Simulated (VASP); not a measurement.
A run of VASP 6.6.1 is set up as follows.

Contents of INCAR:

```
SYSTEM = Cu16CO
  ALGO = Normal
  DIPOL = 0.5 0.5 0.465
  EDIFF = 1E-6
  EDIFFG = -0.03
  ENCUT = 450
  GGA = PE
  IBRION = 2
  IDIPOL = 3
  ISIF = 2
  ISMEAR = 1
  KPAR = 4
  LASPH = .TRUE.
  LCHARG = .FALSE.
  LDIPOL = .TRUE.
  LREAL = Auto
  LWAVE = .FALSE.
  NELM = 80
  NSW = 90
  PREC = Normal
  SIGMA = 0.1
```

The input KPOINTS:

```
k-points
0
G
  6 6 1
  0 0 0
```

Contents of POSCAR:

```
Cu16CO
1.0
    5.1416817000      0.0000000000      0.0000000000
   -2.5708408500      4.4528269700      0.0000000000
    0.0000000000      0.0000000000     26.4472483000
Cu C O
16 1 1
Selective dynamics
Direct
    0.3333333300      0.1666666700      0.3213944900  F F F
    0.3333333300      0.6666666700      0.3213944900  F F F
    0.8333333300      0.1666666700      0.3213944900  F F F
    0.8333333300      0.6666666700      0.3213944900  F F F
    0.6666666700      0.3333333300      0.4007631600  F F F
    0.6666666700      0.8333333300      0.4007631600  F F F
    0.1666666700      0.3333333300      0.4007631600  F F F
    0.1666666700      0.8333333300      0.4007631600  F F F
    0.0000000000      0.5000000000      0.4801318200  T T T
    0.0000000000      0.0000000000      0.4801318200  T T T
    0.5000000000      0.5000000000      0.4801318200  T T T
    0.5000000000      0.0000000000      0.4801318200  T T T
    0.3333333300      0.6666666700      0.5595004900  T T T
    0.3333333300      0.1666666700      0.5595004900  T T T
    0.8333333300      0.6666666700      0.5595004900  T T T
    0.8333333300      0.1666666700      0.5595004900  T T T
    0.3333333300      0.6666666700      0.6404162800  T T T
    0.3333333300      0.6666666700      0.6838990600  T T T
```

Potentials or basis: VASP PAW PBE potentials, release 64 (Cu, C, O).

Run with:

```bash
$ cat potpaw_PBE.64/Cu/POTCAR potpaw_PBE.64/C/POTCAR potpaw_PBE.64/O/POTCAR > POTCAR
$ mpirun -np 4 vasp_std > vasp.out
```

(1) What does it give for the energy gained by relaxing?

(2) What does it give for the band gap on the k mesh?

Results:

(1) 15.6 meV/atom.

(2) zero (bands 93 and 94 overlap by 0.68 eV).
